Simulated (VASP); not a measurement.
# TaTi3 (Fm-3m) in VASP: a series of runs

TaTi3 is run at these levels: LDA; tasks: single point.

Program: VASP 6.6.1. These are calculated values, not measurements. Logs are shortened: lines on timing, memory, paths and dates and some standing lists are left out, and cuts for length are marked.

## (1) The cell of the first run

Symmetry: Fm-3m, No. 225, cubic system. Conventional cell: a = 6.619 Å, b = 6.619 Å, c = 6.619 Å, α = 90.00°, β = 90.00°, γ = 90.00°. Within 3.8 Å of Ti (site symmetry -43m) lie 10 Ti at 2.87 to 3.31 Å and 4 Ta at 2.87 Å. Within 3.8 Å of Ti (site symmetry m-3m) lie 8 Ti at 2.87 Å and 6 Ta at 3.31 Å. Within 3.8 Å of Ta (site symmetry m-3m) lie 14 Ti at 2.87 to 3.31 Å.

## (2) Single point, LDA

The input, INCAR:

```
PREC = Accurate ; ENCUT = 520
EDIFF = 1E-6 ; ISMEAR = -1
SIGMA = 0.1 ; LREAL = False
LASPH = True ; NELM = 100
ALGO = Normal ; ISIF = 2
LWAVE = False ; LCHARG = False
NBANDS = 32
```

The input, KPOINTS:

```
Automatic mesh
0
Gamma
  6 6 6
```

The input, POSCAR:

```
TaTi3
1.0
    0.0000000000      3.3095135610      3.3095135610
    3.3095135610      0.0000000000      3.3095135610
    3.3095135610      3.3095135610      0.0000000000
Ti Ta
3 1
Direct
    0.2500000000      0.2500000000      0.2500000000
    0.7500000000      0.7500000000      0.7500000000
    0.5000000000      0.5000000000      0.5000000000
    0.0000000000      0.0000000000      0.0000000000
```

Potentials or basis: VASP PAW LDA potentials, release 64 (Ti_sv, Ta_pv).

Launch:

```sh
$ cat potpaw_LDA.64/Ti_sv/POTCAR potpaw_LDA.64/Ta_pv/POTCAR > POTCAR
$ mpirun -np 1 vasp_std > vasp.out
```

OUTCAR:

```text
PREC = Accurate
   ENCUT = 520
   EDIFF = 1E-6
   ISMEAR = -1
   LREAL = False
   LASPH = True
   NELM = 100
   ISIF = 2

 ion  position               nearest neighbor table
   1  0.250  0.250  0.250-   3 2.87   4 2.87   4 2.87   4 2.87   4 2.87   3 2.87   3 2.87   3 2.87

   2  0.750  0.750  0.750-   3 2.87   4 2.87   3 2.87   3 2.87   3 2.87   4 2.87   4 2.87   4 2.87

   3  0.500  0.500  0.500-   1 2.87   2 2.87   1 2.87   1 2.87   1 2.87   2 2.87   2 2.87   2 2.87

   4  0.000  0.000  0.000-   1 2.87   2 2.87   2 2.87   2 2.87   2 2.87   1 2.87   1 2.87   1 2.87

  LATTYP: Found a face centered cubic cell.
 ALAT       =     6.6190271220

  Lattice vectors:

 A1 = (   0.0000000000,   3.3095135610,   3.3095135610)
 A2 = (   3.3095135610,   0.0000000000,   3.3095135610)
 A3 = (   3.3095135610,   3.3095135610,   0.0000000000)

Analysis of symmetry for initial positions (statically):
=====================================================================
 Subroutine PRICEL returns:
 Original cell was already a primitive cell.

 Routine SETGRP: Setting up the symmetry group for a
 face centered cubic supercell.

 Subroutine GETGRP returns: Found 48 space group operations
 (whereof 48 operations were pure point group operations)
 out of a pool of 48 trial point group operations.

The static configuration has the point symmetry O_h .

Analysis of symmetry for dynamics (positions and initial velocities):
=====================================================================
 Subroutine PRICEL returns:
 Original cell was already a primitive cell.

 Routine SETGRP: Setting up the symmetry group for a
 face centered cubic supercell.

 Subroutine GETGRP returns: Found 48 space group operations
 (whereof 48 operations were pure point group operations)
 out of a pool of 48 trial point group operations.

The dynamic configuration has the point symmetry O_h .

 Subroutine INISYM returns: Found 48 space group operations
 (whereof 48 operations are pure point group operations),
 and found     1 'primitive' translations

----------------------------------------------------------------------------------------

                                     Primitive cell

  volume of cell :      72.4974

  direct lattice vectors                    reciprocal lattice vectors
     0.000000000  3.309513561  3.309513561    -0.151079605  0.151079605  0.151079605
     3.309513561  0.000000000  3.309513561     0.151079605 -0.151079605  0.151079605
     3.309513561  3.309513561  0.000000000     0.151079605  0.151079605 -0.151079605

  length of vectors
     4.680358963  4.680358963  4.680358963     0.261677551  0.261677551  0.261677551

  position of ions in fractional coordinates (direct lattice)
     0.250000000  0.250000000  0.250000000
     0.750000000  0.750000000  0.750000000
     0.500000000  0.500000000  0.500000000
     0.000000000  0.000000000  0.000000000

  ion indices of the primitive-cell ions
   primitive index   ion index
                 1           1
                 2           2
                 3           3
                 4           4

----------------------------------------------------------------------------------------

 KPOINTS: Automatic mesh

Automatic generation of k-mesh.
 Grid dimensions read from file:
 generate k-points for:    6    6    6

 Generating k-lattice:

  Cartesian coordinates                     Fractional coordinates (reciprocal lattice)
    -0.025179934  0.025179934  0.025179934     0.166666667  0.000000000  0.000000000
     0.025179934 -0.025179934  0.025179934     0.000000000  0.166666667  0.000000000
     0.025179934  0.025179934 -0.025179934     0.000000000  0.000000000  0.166666667

  Length of vectors
     0.043612925  0.043612925  0.043612925

  Shift w.r.t. Gamma in fractional coordinates (k-lattice)
     0.000000000  0.000000000  0.000000000

 Subroutine IBZKPT returns following result:
 ===========================================

 Found     16 irreducible k-points:

 Following reciprocal coordinates:
            Coordinates               Weight
  0.000000  0.000000  0.000000      1.000000
  0.166667  0.000000  0.000000      8.000000
  0.333333  0.000000  0.000000      8.000000
  0.500000  0.000000  0.000000      4.000000
  0.166667  0.166667  0.000000      6.000000
  0.333333  0.166667  0.000000     24.000000
[... 8 lines left out ...]
 -0.333333  0.333333  0.166667     24.000000
 -0.333333  0.500000  0.166667     12.000000
   k-points           NKPTS =     16   k-points in BZ     NKDIM =     16   number of bands    NBANDS=     32
   number of dos      NEDOS =    301   number of ions     NIONS =      4
   total plane-waves  NPLWV =  46656
   dimension x,y,z NGX =    36 NGY =   36 NGZ =   36
   dimension x,y,z NGXF=    72 NGYF=   72 NGZF=   72
   ions per type =               3   1
   NGX,Y,Z   is equivalent  to a cutoff of  12.79, 12.79, 12.79 a.u.
   NGXF,Y,Z  is equivalent  to a cutoff of  25.57, 25.57, 25.57 a.u.
 SYSTEM =  unknown system
   PREC   = accura    normal or accurate (medium, high low for compatibility)
   ISTART =      0    job   : 0-new  1-cont  2-samecut
   ICHARG =      2    charge: 1-file 2-atom 10-const
   ISPIN  =      1    spin polarized calculation?
   LNONCOLLINEAR =      F non collinear calculations
   LSORBIT =      F    spin-orbit coupling
   LASPH  =      T    aspherical Exc in radial PAW
   ENCUT  =  520.0 eV  38.22 Ry    6.18 a.u.   8.70  8.70  8.70*2*pi/ulx,y,z
   NELM   =    100;   NELMIN=  2; NELMDL= -5     # of ELM steps
   EDIFF  = 0.1E-05   stopping-criterion for ELM
   LREAL  =      F    real-space projection
   EDIFFG = 0.1E-04   stopping-criterion for IOM
   NSW    =      0    number of steps for IOM
   IBRION =     -1    ionic relax: 0-MD 1-quasi-New 2-CG
   NFREE  =      0    steps in history (QN), initial steepest desc. (CG)
   ISIF   =      2    stress and relaxation
   ISYM   =      2    0-nonsym 1-usesym 2-fastsym
   POTIM  = 0.5000    time-step for ionic-motion
   TEBEG  =    0.0;   TEEND  =   0.0 temperature during run
   PSTRESS=    0.0 pullay stress
   NELECT =      47.0000    total number of electrons
   NUPDOWN=      -1.0000    fix difference up-down
   EMIN   =  10.00;   EMAX   =-10.00  energy-range for DOS
   EFERMI =   0.00;   METHOD = LEGACY
   ISMEAR =    -1;   SIGMA  =   0.10  broadening in eV -4-tet -1-fermi 0-gaus
   EFERMI_NEDOS =   21; number of points for ismear=-14 and -15
   IALGO  =     38    algorithm
   IMIX   =      4    mixing-type and parameters
     AMIX     =   0.40;   BMIX     =  1.00
     AMIX_MAG =   1.60;   BMIX_MAG =  1.00
  volume/ion in A,a.u.               =      18.12       122.31
  Fermi-wavevector in a.u.,A,eV,Ry     =   1.416881  2.677516 27.314389  2.007551
  Thomas-Fermi vector in A             =   2.538169
   LORBIT       =      0    0 simple, 1 ext, 2 COOP (PROOUT), +10 PAW based schemes
   GGA     = CA    functional components
   LHFCALC =     F    Hartree Fock is set to
   AEXX    =    0.0000 exact exchange contribution
   IVDW    =     0    specifies the selected vdW correction
   LEPSILON=     F    determine dielectric tensor
   LRPA    =     F    only Hartree local field effects (RPA)
 non-spin polarized calculation
  energy-cutoff  :      520.00
  volume of cell :       72.50
 maximum number of plane-waves:      1980
   NGX = 17   NGY = 17   NGZ = 17

 number of electron      46.9999993 magnetization

 Free energy of the ion-electron system (eV)
  ---------------------------------------------------
  ext. energy  EPLUGINS =         0.00000000
  ---------------------------------------------------
  free energy    TOTEN  =       -37.96830603 eV

  energy without entropy =      -37.68426345  energy(sigma->0) =      -37.82628474

 E-fermi :   6.8989     XC(G=0): -11.8909

 val. band max:        6.8548806499   @ k =   0.5000   0.1667   0.0000
 cond. band min:       6.9114769719   @ k =   0.5000   0.3333   0.1667
 fundamental gap:      0.0565963220
 Fermi energy:         6.8989148199

 k-point     1 :       0.0000    0.0000    0.0000
  band No.  band energies     occupation
      1     -49.0576      2.00000
      2     -48.7907      2.00000
      3     -48.7845      2.00000
      4     -26.7392      2.00000
      5     -26.7392      2.00000
      6     -26.7392      2.00000
[... 24 lines left out ...]
     31       9.9297      0.00000
     32      10.8204      0.00000

 k-point     2 :       0.1667    0.0000    0.0000
  band No.  band energies     occupation
      1     -49.0541      2.00000
      2     -48.7928      2.00000
      3     -48.7863      2.00000
      4     -26.7430      2.00000
      5     -26.7430      2.00000
      6     -26.7409      2.00000
[... 24 lines left out ...]
     31       9.8908      0.00000
     32       9.8908      0.00000

 k-point     3 :       0.3333    0.0000    0.0000
  band No.  band energies     occupation
      1     -49.0466      2.00000
      2     -48.7964      2.00000
      3     -48.7905      2.00000
      4     -26.7505      2.00000
      5     -26.7505      2.00000
      6     -26.7409      2.00000
[... 24 lines left out ...]
     31       9.7805      0.00000
     32       9.7805      0.00000

 k-point     4 :       0.5000    0.0000    0.0000
  band No.  band energies     occupation
      1     -49.0428      2.00000
      2     -48.7980      2.00000
      3     -48.7930      2.00000
      4     -26.7542      2.00000
      5     -26.7542      2.00000
      6     -26.7380      2.00000
[... 374 lines left out ...]
     31       9.4341      0.00000
     32       9.4920      0.00000

 k-point    15 :      -0.3333    0.3333    0.1667
  band No.  band energies     occupation
      1     -49.0390      2.00000
      2     -48.7981      2.00000
      3     -48.7968      2.00000
      4     -26.7696      2.00000
      5     -26.7519      2.00000
      6     -26.7478      2.00000
[... 24 lines left out ...]
     31       9.1972      0.00000
     32      10.0225      0.00000

 k-point    16 :      -0.3333    0.5000    0.1667
  band No.  band energies     occupation
      1     -49.0377      2.00000
      2     -48.8005      2.00000
      3     -48.7958      2.00000
      4     -26.7774      2.00000
      5     -26.7682      2.00000
      6     -26.7337      2.00000
[... 24 lines left out ...]
     31       9.3175      0.00000
     32       9.9324      0.00000

------------------------ aborting loop because EDIFF is reached ----------------------------------------

  FORCE on cell =-STRESS in cart. coord.  units (eV):
  Direction    XX          YY          ZZ          XY          YZ          ZX
  --------------------------------------------------------------------------------------
  -------------------------------------------------------------------------------------
  Total       -6.0074137     -6.0074137     -6.0074137      0.0000000      0.0000000     -0.0000000
  in kB     -132.7625646   -132.7625646   -132.7625646      0.0000000      0.0000000     -0.0000000
  external PRESSURE =    -132.7625646 kB  Pullay stress =       0.0000000 kB

 VOLUME and BASIS-vectors are now :
 -----------------------------------------------------------------------------
  energy-cutoff  :      520.00
  volume of cell :       72.50
      direct lattice vectors                 reciprocal lattice vectors
     0.000000000  3.309513561  3.309513561    -0.151079605  0.151079605  0.151079605
     3.309513561  0.000000000  3.309513561     0.151079605 -0.151079605  0.151079605
     3.309513561  3.309513561  0.000000000     0.151079605  0.151079605 -0.151079605

 POSITION                                       TOTAL-FORCE (eV/Angst)
 -----------------------------------------------------------------------------------
      1.65476      1.65476      1.65476         0.000000      0.000000      0.000000
      4.96427      4.96427      4.96427        -0.000000     -0.000000     -0.000000
      3.30951      3.30951      3.30951        -0.000000     -0.000000     -0.000000
      0.00000      0.00000      0.00000        -0.000000     -0.000000     -0.000000
 -----------------------------------------------------------------------------------
    total drift:                                0.000000      0.000000      0.000000

  FREE ENERGIE OF THE ION-ELECTRON SYSTEM (eV)
  ---------------------------------------------------
  free  energy   TOTEN  =       -37.9683060328 eV

  energy  without entropy=      -37.6842634455  energy(sigma->0) =      -37.82628474
```

Run time: 21 s. Hardware: 1 thread of Intel Xeon 6975P-C (Granite Rapids), shared host; peak memory 0.19 GiB.

Results:

```
Free energy : -37.9683 eV
Pressure    : -13.3 GPa
```

Caveat: spin-orbit coupling is left out, which moves the levels of the heavy elements.

## (3) Single point, LDA

This run uses another cell than the first one, of 18.47 Å³/atom, 1.019 times its volume.

The input, INCAR:

```
SYSTEM = TaTi3
  PREC = Accurate
  ENCUT = 520
  EDIFF = 1E-6
  ISMEAR = -1
  SIGMA = 0.1
  LREAL = .False.
  LASPH = .True.
  NELM = 60
  ALGO = Normal
  ISIF = 2
  LWAVE = .False.
  LCHARG = .False.
  NBANDS = 32
```

The input, KPOINTS:

```
Automatic mesh
0
Gamma
  6 6 6
  0 0 0
```

The input, POSCAR:

```
TaTi3
1.0
    0.0000000000      3.3305938336      3.3305938336
    3.3305938336      0.0000000000      3.3305938336
    3.3305938336      3.3305938336      0.0000000000
Ti Ta
3 1
Direct
    0.2500000000      0.2500000000      0.2500000000
    0.7500000000      0.7500000000      0.7500000000
    0.5000000000      0.5000000000      0.5000000000
    0.0000000000      0.0000000000      0.0000000000
```

Potentials or basis: VASP PAW LDA potentials, release 64 (Ti_sv, Ta_pv).

Launch:

```sh
$ cat potpaw_LDA.64/Ti_sv/POTCAR potpaw_LDA.64/Ta_pv/POTCAR > POTCAR
$ mpirun -np 1 vasp_std > vasp.out
```

Run time: 21 s. Hardware: 1 thread of Intel Xeon 6975P-C (Granite Rapids), shared host; peak memory 0.19 GiB.

It converged, with:

```yaml
Free_energy: -37.8456 eV
Pressure: -15.0 GPa
```

Levels at points of the mesh, in eV from the Fermi level:
```
           k point  band 20  band 21  band 22  band 23  band 24  band 25  band 26  band 27
(0.00, 0.00, 0.00)    -1.03    -1.03    -0.48    -0.48    -0.48     0.85     0.85     0.85
(0.50, 0.00, 0.00)    -0.78    -0.78    -0.73    -0.47    -0.47    -0.30    -0.13    -0.13
(0.50, 0.50, 0.00)    -0.64    -0.64    -0.32     0.06     1.11     1.11     1.12     1.12
```

Caveat: spin-orbit coupling is left out, which moves the levels of the heavy elements.
